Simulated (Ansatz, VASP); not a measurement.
Pt: VASP beside Ansatz

```
Pt
1.0
     2.67589    0.00000    0.00000
    -1.33795    2.31739    0.00000
     0.00000    0.00000    4.57487
Pt
2
Cartesian
  0.0000 1.5449 1.1437
  1.3379 0.7725 3.4312
```

Change from the starting cell: volume scaled by 0.9, LAPW.

Alike in both runs: task single point; functional PBE; k mesh 15 × 15 × 8; occupations fermi-dirac, width 0.05 eV; no spin polarisation.

|  | VASP | Ansatz |
| --- | --- | --- |
| version | VASP 6.6.1 | Ansatz 0.2.0 |
| potentials or method | VASP PAW PBE potentials, release 64 (Pt), cutoff 520 eV | all-electron LAPW, scalar-relativistic |

```csv
,VASP,Ansatz,Ansatz less VASP
pressure (GPa),33.2,33.7,+0.49
"traceless stress, the component that is largest in VASP (GPa)",-0.03,0.11,+0.139
```

Both programs put the cell under a high pressure, so it lies far from rest at this level. Ansatz ran all-electron here, and VASP with PAW potentials.

Spin-orbit coupling is off throughout.
